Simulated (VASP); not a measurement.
Wanted: the native input for a VASP 6.6.1 run.

| Quantity | Value |
| --- | --- |
| Task | single point |
| Functional | r2SCAN |
| Potentials or basis | VASP PAW PBE potentials, release 64 (Cs_sv, Ga_d) |
| Cutoff | 520 eV |
| k mesh | 8 × 8 × 8 |
| Occupations | fermi-dirac, width 0.05 eV |
| Spin | no spin polarisation |
| Dipole correction | no |
| Further INCAR settings | ALGO = Normal; EDIFF = 1e-06; NBANDS = 18 |

The system is CsGa (CsCl type).

```
CELL_PARAMETERS angstrom
4.41205 0.00000 0.00000
0.00000 4.41205 0.00000
0.00000 0.00000 4.41205
ATOMIC_POSITIONS crystal
Cs 0.00000 0.00000 0.00000
Ga 0.50000 0.50000 0.50000
```

The input as run:

POSCAR

```
CsGa
1.0
    4.4120548832      0.0000000000      0.0000000000
    0.0000000000      4.4120548832      0.0000000000
    0.0000000000      0.0000000000      4.4120548832
Cs Ga
1 1
Direct
    0.0000000000      0.0000000000      0.0000000000
    0.5000000000      0.5000000000      0.5000000000
```

INCAR.step1

```
PREC     = Accurate       # precision mode
ENCUT    = 520            # plane-wave cutoff, eV
ISMEAR   = -1             # smearing method
SIGMA    = 0.05           # smearing width, eV
LREAL    = False          # projectors in reciprocal space
LASPH    = True           # aspherical terms in the spheres
NELM     = 100            # most SCF steps
NBANDS   = 18             # bands
GGA      = PE             # functional
ALGO     = Normal         # electronic algorithm
EDIFF    = 1E-4           # SCF threshold, eV
LWAVE    = True           # write WAVECAR
LCHARG   = False          # write CHGCAR
```

INCAR.step2

```
PREC     = Accurate       # precision mode
ENCUT    = 520            # plane-wave cutoff, eV
EDIFF    = 1E-6           # SCF threshold, eV
ISMEAR   = -1             # smearing method
SIGMA    = 0.05           # smearing width, eV
LREAL    = False          # projectors in reciprocal space
LASPH    = True           # aspherical terms in the spheres
NELM     = 100            # most SCF steps
ALGO     = Normal         # electronic algorithm
ISIF     = 2              # what is computed and relaxed
LWAVE    = False          # write WAVECAR
LCHARG   = True           # write CHGCAR
METAGGA  = R2SCAN         # meta-GGA
LMIXTAU  = True         
LELF     = True           # ELF
LVHAR    = True         
NBANDS   = 18             # bands
ISTART   = 1
```

KPOINTS

```
regular mesh
0
Gamma
  8 8 8
```

Potentials or basis: VASP PAW PBE potentials, release 64 (Cs_sv, Ga_d).

Launch:

```console
$ cat potpaw_PBE.64/Cs_sv/POTCAR potpaw_PBE.64/Ga_d/POTCAR > POTCAR
$ cp INCAR.step1 INCAR
$ mpirun -np 1 vasp_std > vasp.out
$ cp INCAR.step2 INCAR
$ mpirun -np 1 vasp_std > vasp.out
```

It gave:

```
Pressure               : 0.0 GPa
Band gap on the k mesh : zero (bands 11 and 12 overlap by 3.08 eV)
```

Caveat: the PAW data sets were made with another functional, which shifts forces and pressure a little; spin-orbit coupling is left out, which moves the levels of the heavy elements.

Wall time 100 s on 1 thread of Intel(R) Xeon(R) 6975P-C (Granite Rapids) (shared host), peak memory 0.24 GiB.
